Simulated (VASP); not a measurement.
# Si (a cell with a defect) in VASP: a series of runs

Runs on Si (a cell with a defect). Level: PBE. Tasks: single point.

Program: VASP 6.6.1. These are calculated values, not measurements. Logs are shortened: lines on timing, memory, paths and dates and some standing lists are left out, and cuts for length are marked.

## 1. The cell of the first run

The cell holds a defect, 17 atoms: a = 7.679 Å, b = 7.679 Å, c = 7.679 Å, α = 60.00°, β = 60.00°, γ = 60.00°.

## 2. Single point, PBE

Input file INCAR:

```
SYSTEM = Si
  ALGO = Normal
  EDIFF = 1E-6
  ENCUT = 520
  GGA = PE
  ISIF = 2
  ISMEAR = -1
  LASPH = .True.
  LCHARG = .False.
  LREAL = Auto
  LWAVE = .False.
  NBANDS = 48
  NELM = 80
  PREC = Accurate
  SIGMA = 0.02
```

Input file KPOINTS:

```
k-points
0
Gamma
  2 2 2
  0 0 0
```

Input file POSCAR:

```
Si
1.0
    0.0000000000      5.4300000000      5.4300000000
    5.4300000000      0.0000000000      5.4300000000
    5.4300000000      5.4300000000      0.0000000000
Si
17
Direct
    0.0075918969     -0.0234222836      0.0080217311
    0.1214116022      0.1196314917      0.1217907919
   -0.0209158379      0.0052876611      0.5079254144
    0.1214025783      0.1196394107      0.6373819521
    0.0010474217      0.4914741252      0.0014232965
    0.1321521179      0.6029139963      0.1325751381
    0.0010388582      0.4914804788      0.5062697974
    0.1147418048      0.6265276243      0.6294716390
    0.5075490792      0.0051965930     -0.0205875691
    0.6369386740      0.1195911602      0.1218379374
    0.5075331492      0.0052116022      0.5080486188
    0.6114990792      0.1650462247      0.6118305709
    0.5058465930      0.4914237569      0.0014666667
    0.6290954880      0.6264325046      0.1151457643
    0.4877355433      0.5362307551      0.4881217311
    0.6290873849      0.6264479742      0.6295310313
    0.3574577348     -0.0727279006      0.3577391344
```

Potentials or basis: VASP PAW PBE potentials, release 64 (Si).

Command:

```bash
$ cat potpaw_PBE.64/Si/POTCAR > POTCAR
$ mpirun -np 1 vasp_std > vasp.out
```

OUTCAR:

```text
SYSTEM = Si
   EDIFF = 1E-6
   ENCUT = 520
   GGA = PE
   ISIF = 2
   ISMEAR = -1
   LASPH = .True.
   LREAL = Auto
   NELM = 80
   PREC = Accurate

 ion  position               nearest neighbor table
   1  0.008  0.977  0.008-   4 2.33   2 2.33  10 2.33   6 2.34
   2  0.121  0.120  0.122-   1 2.33   5 2.33   3 2.42   9 2.42  17 2.58
   3  0.979  0.005  0.508-  12 2.32   8 2.38  17 2.39   4 2.42   2 2.42
   4  0.121  0.120  0.637-   1 2.33   7 2.33   3 2.42  11 2.42  17 2.58
   5  0.001  0.491  0.001-   2 2.33  14 2.33   8 2.33   6 2.34
   6  0.132  0.603  0.133-   1 2.34  13 2.34   7 2.34   5 2.34
   7  0.001  0.491  0.506-   4 2.33  16 2.33   8 2.33   6 2.34
   8  0.115  0.627  0.629-   7 2.33   5 2.33  15 2.35   3 2.38  17 2.96
   9  0.508  0.005  0.979-  12 2.32  14 2.38  17 2.39   2 2.42  10 2.42
  10  0.637  0.120  0.122-   1 2.33  13 2.33   9 2.42  11 2.42  17 2.58
  11  0.508  0.005  0.508-  12 2.32  16 2.38  17 2.39   4 2.42  10 2.42
  12  0.611  0.165  0.612-   3 2.32  11 2.32   9 2.32  15 2.33
  13  0.506  0.491  0.001-  10 2.33  16 2.33  14 2.33   6 2.34
  14  0.629  0.626  0.115-  13 2.33   5 2.33  15 2.35   9 2.38  17 2.96
  15  0.488  0.536  0.488-  12 2.33  14 2.35  16 2.35   8 2.35  17 2.45
  16  0.629  0.626  0.630-  13 2.33   7 2.33  15 2.35  11 2.38  17 2.96
  17  0.357  0.927  0.358-  11 2.39   9 2.39   3 2.39  15 2.45  10 2.58   2 2.58   4 2.58  16 2.96
                            14 2.96   8 2.96

  LATTYP: Found a face centered cubic cell.
 ALAT       =    10.8600000000

  Lattice vectors:

 A1 = (   0.0000000000,   5.4300000000,   5.4300000000)
 A2 = (   5.4300000000,   0.0000000000,   5.4300000000)
 A3 = (   5.4300000000,   5.4300000000,   0.0000000000)

Analysis of symmetry for initial positions (statically):
=====================================================================
 Subroutine PRICEL returns:
 Original cell was already a primitive cell.

 Routine SETGRP: Setting up the symmetry group for a
 face centered cubic supercell.

 Subroutine GETGRP returns: Found  1 space group operations
 (whereof  1 operations were pure point group operations)
 out of a pool of 48 trial point group operations.

The static configuration has the point symmetry C_1 .

Analysis of symmetry for dynamics (positions and initial velocities):
=====================================================================
 Subroutine PRICEL returns:
 Original cell was already a primitive cell.

 Routine SETGRP: Setting up the symmetry group for a
 face centered cubic supercell.

 Subroutine GETGRP returns: Found  1 space group operations
 (whereof  1 operations were pure point group operations)
 out of a pool of 48 trial point group operations.
[... 122 lines left out ...]
   POTIM  = 0.5000    time-step for ionic-motion
   TEBEG  =    0.0;   TEEND  =   0.0 temperature during run
   PSTRESS=    0.0 pullay stress
   NELECT =      68.0000    total number of electrons
   NUPDOWN=      -1.0000    fix difference up-down
   EMIN   =  10.00;   EMAX   =-10.00  energy-range for DOS
   EFERMI =   0.00;   METHOD = LEGACY
   ISMEAR =    -1;   SIGMA  =   0.02  broadening in eV -4-tet -1-fermi 0-gaus
   EFERMI_NEDOS =   21; number of points for ismear=-14 and -15
   IALGO  =     38    algorithm
   IMIX   =      4    mixing-type and parameters
     AMIX     =   0.40;   BMIX     =  1.00
     AMIX_MAG =   1.60;   BMIX_MAG =  1.00
  volume/ion in A,a.u.               =      18.84       127.11
  Fermi-wavevector in a.u.,A,eV,Ry     =   0.976715  1.845724 12.979587  0.953973
  Thomas-Fermi vector in A             =   2.107356
   LORBIT       =      0    0 simple, 1 ext, 2 COOP (PROOUT), +10 PAW based schemes
   GGA     = PE    functional components
   LHFCALC =     F    Hartree Fock is set to
   AEXX    =    0.0000 exact exchange contribution
   IVDW    =     0    specifies the selected vdW correction
   LEPSILON=     F    determine dielectric tensor
   LRPA    =     F    only Hartree local field effects (RPA)
 non-spin polarized calculation
  energy-cutoff  :      520.00
  volume of cell :      320.21
 maximum number of plane-waves:      8646
 NGX is ok and might be reduce to    60
   NGX = 29   NGY = 29   NGZ = 29

 number of electron      68.0000000 magnetization

 Free energy of the ion-electron system (eV)
  ---------------------------------------------------
  ext. energy  EPLUGINS =         0.00000000
  ---------------------------------------------------
  free energy    TOTEN  =       -87.87707054 eV

  energy without entropy =      -87.86698520  energy(sigma->0) =      -87.87202787

 E-fermi :   6.8835     XC(G=0):  -9.6822

 val. band max:        6.7627169622   @ k =   0.0000   0.0000   0.0000
 cond. band min:       6.8975304458   @ k =   0.0000   0.5000   0.5000
 fundamental gap:      0.1348134836
 Fermi energy:         6.8835440068

 k-point     1 :       0.0000    0.0000    0.0000
  band No.  band energies     occupation
      1      -6.2968      2.00000
      2      -3.8206      2.00000
      3      -3.6294      2.00000
      4      -3.6293      2.00000
      5      -3.5246      2.00000
      6      -2.7541      2.00000
[... 381 lines left out ...]
     45      10.1469      0.00000
     46      10.3247      0.00000
 [bands above 46 left out]

------------------------ aborting loop because EDIFF is reached ----------------------------------------

  FORCE on cell =-STRESS in cart. coord.  units (eV):
  Direction    XX          YY          ZZ          XY          YZ          ZX
  --------------------------------------------------------------------------------------
  -------------------------------------------------------------------------------------
  Total       10.0225658     10.0254694     10.0355210      0.4990287      0.4928790     -0.4935930
  in kB       50.1487387     50.1632672     50.2135612      2.4969316      2.4661607     -2.4697337
  external PRESSURE =      50.1751890 kB  Pullay stress =       0.0000000 kB

 VOLUME and BASIS-vectors are now :
 -----------------------------------------------------------------------------
  energy-cutoff  :      520.00
  volume of cell :      320.21
      direct lattice vectors                 reciprocal lattice vectors
     0.000000000  5.430000000  5.430000000    -0.092081031  0.092081031  0.092081031
     5.430000000  0.000000000  5.430000000     0.092081031 -0.092081031  0.092081031
     5.430000000  5.430000000  0.000000000     0.092081031  0.092081031 -0.092081031

 POSITION                                       TOTAL-FORCE (eV/Angst)
 -----------------------------------------------------------------------------------
      5.34637      0.08478      5.34404         0.039538     -0.040087      0.040555
      1.31092      1.32059      1.30886         0.026224     -0.027272      0.025839
      2.78675      8.07446      5.34514        -0.018750      0.018034      0.101446
      4.11063      4.12020      1.30886         0.026631     -0.025638      0.025774
      2.67643      0.01342      2.67439         0.026243     -0.027233      0.025213
      3.99371      1.43747      3.99141         0.039420     -0.039867      0.039792
[... 9 lines left out ...]
      6.81997      6.83430      6.81756        -0.003486     -0.033078     -0.003191
      6.97761      3.88352      6.97608        -0.171174      0.170627     -0.172006
 -----------------------------------------------------------------------------------
    total drift:                               -0.006881      0.008956     -0.008112

  FREE ENERGIE OF THE ION-ELECTRON SYSTEM (eV)
  ---------------------------------------------------
  free  energy   TOTEN  =       -87.8770705389 eV

  energy  without entropy=      -87.8669852024  energy(sigma->0) =      -87.87202787
```

stdout:

```text
POSCAR found type information on POSCAR Si
 POSCAR found :  1 types and      17 ions
 scaLAPACK will be used
 LDA part: xc-table for (Slater+PW92), standard interpolation
 POSCAR, INCAR and KPOINTS ok, starting setup
 FFT: planning ... GRIDC
 FFT: planning ... GRID_SOFT
 FFT: planning ... GRID
 WAVECAR not read
 entering main loop
```

Wall time 3.3 min (1 thread of Intel Xeon Platinum 8175M at 2.50GHz (Skylake/Cascade Lake), shared host); peak memory 0.47 GiB.

What came out:

```
Free energy            : -87.8771 eV
Pressure               : 5.0 GPa
Largest force          : 0.297 eV/Å
Band gap on the k mesh : zero (band 34 reaches 6.90 eV, above the bottom of band 35 at 6.76 eV)
```

Forces in eV/Å, atoms in the order of the input:
```
Si   0.040 -0.040  0.041
Si   0.026 -0.027  0.026
Si  -0.019  0.018  0.101
Si   0.027 -0.026  0.026
Si   0.026 -0.027  0.025
Si   0.039 -0.040  0.040
Si   0.028 -0.026  0.025
Si  -0.003  0.004  0.033
Si   0.103  0.018 -0.018
Si   0.025 -0.026  0.027
Si  -0.019 -0.102 -0.017
Si  -0.066  0.065 -0.065
Si   0.026 -0.026  0.026
Si   0.033  0.003 -0.003
Si  -0.092  0.093 -0.093
Si  -0.003 -0.033 -0.003
Si  -0.171  0.171 -0.172
```

Caveat: the k points lie up to 0.50 Å⁻¹ apart.

## 3. Single point, PBE

Input file INCAR:

```
SYSTEM = Si
  PREC = Accurate
  ENCUT = 520
  EDIFF = 1E-6
  ISMEAR = -1
  SIGMA = 0.02
  LREAL = Auto
  LASPH = .True.
  NELM = 80
  ALGO = Normal
  ISIF = 2
  LWAVE = .False.
  LCHARG = .False.
  GGA = PE
  NBANDS = 48
```

Input file KPOINTS:

```
Automatic mesh
0
Gamma
  2 2 2
  0 0 0
```

Input file POSCAR:

```
Si
1.0
    0.0000000000      5.4300000000      5.4300000000
    5.4300000000      0.0000000000      5.4300000000
    5.4300000000      5.4300000000      0.0000000000
Si
17
Direct
    0.0135760589     -0.0399605893      0.0135977901
    0.1169021179      0.1211059853      0.1169494475
   -0.0149276243      0.0035720074      0.5060191529
    0.1169107735      0.1209895948      0.6458348987
   -0.0035742173      0.4986530387     -0.0033270718
    0.1379747698      0.5864353591      0.1381696133
   -0.0035841621      0.4985523020      0.5090084715
    0.1181069061      0.6320754144      0.6252337937
    0.5059935543      0.0037994475     -0.0150799263
    0.6458355433      0.1211014733      0.1168777164
    0.5060319521      0.0037035912      0.5060069061
    0.6163421731      0.1519745856      0.6161664825
    0.5088011971      0.4986741252     -0.0034172192
    0.6249934622      0.6323151934      0.1181844383
    0.4916605893      0.5254046041      0.4917449355
    0.6249854512      0.6322263352      0.6251500921
    0.2755936464      0.1740560773      0.2755695212
```

Potentials or basis: VASP PAW PBE potentials, release 64 (Si).

Command:

```bash
$ cat potpaw_PBE.64/Si/POTCAR > POTCAR
$ mpirun -np 1 vasp_std > vasp.out
```

OUTCAR:

```text
SYSTEM = Si
   PREC = Accurate
   ENCUT = 520
   EDIFF = 1E-6
   ISMEAR = -1
   LREAL = Auto
   LASPH = .True.
   NELM = 80
   ISIF = 2
   GGA = PE

 ion  position               nearest neighbor table
   1  0.014  0.960  0.014-  10 2.32   2 2.32   4 2.32   6 2.34
   2  0.117  0.121  0.117-   1 2.32   5 2.37  17 2.37   3 2.44   9 2.44
   3  0.985  0.004  0.506-  12 2.32   8 2.33   2 2.44   4 2.44  17 2.55
   4  0.117  0.121  0.646-   1 2.32  17 2.37   7 2.37   3 2.44  11 2.44
   5  0.996  0.499  0.997-  14 2.33   8 2.33   6 2.34   2 2.37  17 3.05
   6  0.138  0.586  0.138-   5 2.34   7 2.34  13 2.34   1 2.34  17 2.59
[... 616 lines left out ...]
  in kB       50.5392132     50.5275772     50.4782841      5.7362491      5.7227614     -5.7248781
  external PRESSURE =      50.5150248 kB  Pullay stress =       0.0000000 kB

 VOLUME and BASIS-vectors are now :
 -----------------------------------------------------------------------------
  energy-cutoff  :      520.00
  volume of cell :      320.21
      direct lattice vectors                 reciprocal lattice vectors
     0.000000000  5.430000000  5.430000000    -0.092081031  0.092081031  0.092081031
     5.430000000  0.000000000  5.430000000     0.092081031 -0.092081031  0.092081031
     5.430000000  5.430000000  0.000000000     0.092081031  0.092081031 -0.092081031

 POSITION                                       TOTAL-FORCE (eV/Angst)
 -----------------------------------------------------------------------------------
      5.28685      0.14755      5.28673        -0.027816      0.028527     -0.027481
      1.29264      1.26981      1.29238        -0.040330      0.058664     -0.040420
      2.76708      8.09663      5.36834        -0.022327      0.023170      0.002664
      4.16386      4.14171      1.29180        -0.058428      0.039684     -0.040474
      8.11962     10.82253      8.11828        -0.035000      0.015559     -0.034007
      3.93461      1.49946      3.93355        -0.029026      0.030151     -0.028691
[... 9 lines left out ...]
      6.82755      6.78824      6.82666        -0.003612      0.027269     -0.002670
      2.44147      2.99282      2.44160         0.437849     -0.440523      0.437867
 -----------------------------------------------------------------------------------
    total drift:                               -0.002794     -0.004103     -0.003222

  FREE ENERGIE OF THE ION-ELECTRON SYSTEM (eV)
  ---------------------------------------------------
  free  energy   TOTEN  =       -87.7912124724 eV

  energy  without entropy=      -87.7801373526  energy(sigma->0) =      -87.78567491
```

stdout:

```text
POSCAR found type information on POSCAR Si
 POSCAR found :  1 types and      17 ions
 scaLAPACK will be used
 LDA part: xc-table for (Slater+PW92), standard interpolation
 POSCAR, INCAR and KPOINTS ok, starting setup
 FFT: planning ... GRIDC
 FFT: planning ... GRID_SOFT
 FFT: planning ... GRID
 WAVECAR not read
 entering main loop
```

It took 3.5 min on 1 thread of Intel Xeon Platinum 8175M at 2.50GHz (Skylake/Cascade Lake), shared host; peak memory 0.47 GiB.

Results:

| Item | Value |
| --- | --- |
| Free energy | -87.7912 eV |
| Pressure | 5.1 GPa |
| Largest force | 0.760 eV/Å |
| Band gap on the k mesh | zero (band 34 reaches 6.86 eV, above the bottom of band 35 at 6.78 eV) |

Forces in eV/Å, atoms in the order of the input:
```
Si  -0.028  0.029 -0.027
Si  -0.040  0.059 -0.040
Si  -0.022  0.023  0.003
Si  -0.058  0.040 -0.040
Si  -0.035  0.016 -0.034
Si  -0.029  0.030 -0.029
Si  -0.016  0.036 -0.034
Si  -0.003  0.003 -0.024
Si   0.003  0.024 -0.024
Si  -0.040  0.039 -0.059
Si  -0.024 -0.004 -0.024
Si  -0.045  0.045 -0.047
Si  -0.035  0.036 -0.015
Si  -0.026  0.004 -0.003
Si  -0.036  0.034 -0.035
Si  -0.004  0.027 -0.003
Si   0.438 -0.441  0.438
```

Stress tensor (GPa, compression positive):
```
 5.05  0.57 -0.57
 0.57  5.05  0.57
-0.57  0.57  5.05
```

Caveat: the k points lie up to 0.50 Å⁻¹ apart.
